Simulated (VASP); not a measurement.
Write the native input for VASP 6.6.1 that does the following.

```yaml
Task: single point
Functional: r2SCAN
Dispersion: D3(BJ)
Potentials_or_basis: VASP PAW PBE potentials, release 64 (Mo_sv, S)
Cutoff: 520 eV
k_mesh: 6 × 6 × 2
Occupations: gaussian, width 0.1 eV
Spin: no spin polarisation
Dipole_correction: no
Further_INCAR_settings: ALGO = Normal; EDIFF = 1e-07; NBANDS = 35
```

MoS2:

```
Mo S
1.0
     3.16900    0.00000    0.00000
    -1.58450    2.74443    0.00000
     0.00000    0.00000   12.32400
Mo S
2 4
Direct
  0.33333 0.66667 0.25000
  0.66667 0.33333 0.75000
  0.33333 0.66667 0.62300
  0.66667 0.33333 0.12300
  0.33333 0.66667 0.87700
  0.66667 0.33333 0.37700
```

One way to write it, as run:

POSCAR

```
MoS2
1.0
    3.1690000000      0.0000000000      0.0000000000
   -1.5845000000      2.7444345046      0.0000000000
    0.0000000000      0.0000000000     12.3240000000
Mo S
2 4
Direct
    0.3333333333      0.6666666667      0.2500000000
    0.6666666667      0.3333333333      0.7500000000
    0.3333333333      0.6666666667      0.6230000000
    0.6666666667      0.3333333333      0.1230000000
    0.3333333333      0.6666666667      0.8770000000
    0.6666666667      0.3333333333      0.3770000000
```

INCAR.step1

```
ALGO = Normal
EDIFF = 1E-4
ENCUT = 520
GGA = PE
ISMEAR = 0
LASPH = T
LCHARG = F
LREAL = F
LWAVE = T
NBANDS = 35
NELM = 100
PREC = Accurate
SIGMA = 0.1
```

INCAR.step2

```
ALGO = Normal
EDIFF = 1E-7
ENCUT = 520
ISIF = 2
ISMEAR = 0
ISTART = 1
IVDW = 12
LASPH = T
LCHARG = T
LELF = T
LMIXTAU = T
LREAL = F
LVHAR = T
LWAVE = F
METAGGA = R2SCAN
NBANDS = 35
NELM = 100
PREC = Accurate
SIGMA = 0.1
VDW_A1 = 0.49484001
VDW_A2 = 5.73083694
VDW_S6 = 1.0
VDW_S8 = 0.78981345
```

KPOINTS

```
k-points
0
Gamma
  6 6 2
```

Potentials or basis: VASP PAW PBE potentials, release 64 (Mo_sv, S).

The run is started by

```bash
$ cat potpaw_PBE.64/Mo_sv/POTCAR potpaw_PBE.64/S/POTCAR > POTCAR
$ cp INCAR.step1 INCAR
$ mpirun -np 1 vasp_std > vasp.out
$ cp INCAR.step2 INCAR
$ mpirun -np 1 vasp_std > vasp.out
```

It gave:

```yaml
Pressure: -1.0 GPa
Largest_force: 0.228 eV/Å
Band_gap_on_the_k_mesh: 1.00 eV, indirect (least direct gap 1.77 eV)
Dispersion_energy_per_atom: -0.201 eV
```

Caveat: the PAW data sets were made with another functional, which shifts forces and pressure a little.

It took 92 s on 1 thread of Intel(R) Xeon(R) 6975P-C (Granite Rapids) (shared host), peak memory 0.25 GiB.
